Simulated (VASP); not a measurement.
Set up this calculation in VASP 6.6.1, as the native input.

* Task: single point
* Functional: HSE06
* Potentials or basis: VASP PAW PBE potentials, release 64 (B, P)
* Cutoff: 520 eV
* k mesh: 6 × 6 × 6
* Occupations: gaussian, width 0.01 eV
* Spin: no spin polarisation
* Dipole correction: no
* Grid for exact exchange (PRECFOCK): Normal
* Further INCAR settings: ALGO = Normal; EDIFF = 1e-07; NBANDS = 11
* Share of exact exchange: 0.25
* Screening parameter: 0.2079 1/Å

Crystal: BP.

```
B P
1.0
     0.00000    2.34816    2.34816
     2.34816    0.00000    2.34816
     2.34816    2.34816    0.00000
B P
1 1
Direct
  0.00000 0.00000 0.00000
  0.25000 0.25000 0.25000
```

This cell differs from its parent crystal: strain +3.5%.

One way to write it, as run:

POSCAR

```
BP
1.0
    0.0000000000      2.3481603960      2.3481603960
    2.3481603960      0.0000000000      2.3481603960
    2.3481603960      2.3481603960      0.0000000000
B P
1 1
Direct
    0.0000000000      0.0000000000      0.0000000000
    0.2500000000      0.2500000000      0.2500000000
```

INCAR.step1

```
ALGO = Normal
EDIFF = 1E-5
ENCUT = 520
GGA = PE
ISIF = 2
ISMEAR = 0
LASPH = T
LCHARG = F
LREAL = F
LWAVE = T
NBANDS = 11
NELM = 80
PREC = Accurate
SIGMA = 0.01
```

INCAR.step2

```
ALGO = Normal
EDIFF = 1E-7
ENCUT = 520
GGA = PE
HFSCREEN = 0.2079
ISIF = 2
ISMEAR = 0
ISTART = 1
LASPH = T
LCHARG = F
LHFCALC = T
LREAL = F
LWAVE = F
NBANDS = 11
NELM = 80
PREC = Accurate
PRECFOCK = Normal
SIGMA = 0.01
```

KPOINTS

```
k-points
0
Gamma
  6 6 6
```

Potentials or basis: VASP PAW PBE potentials, release 64 (B, P).

Launch:

```bash
$ cat potpaw_PBE.64/B/POTCAR potpaw_PBE.64/P/POTCAR > POTCAR
$ cp INCAR.step1 INCAR
$ mpirun -np 1 vasp_std > vasp.out
$ cp INCAR.step2 INCAR
$ mpirun -np 1 vasp_std > vasp.out
```

It gave:

```
Pressure               : -16.2 GPa
Band gap on the k mesh : 2.22 eV (least direct gap 4.19 eV)
```

Caveat: the cell differs from its parent crystal (strain +3.5%); the cell stands under tension; the PAW data sets were made with another functional, which shifts forces and pressure a little.

It took 6.8 min on 1 thread of AMD EPYC 7R13 Processor (Zen 3), on a shared host, peak memory 0.23 GiB.
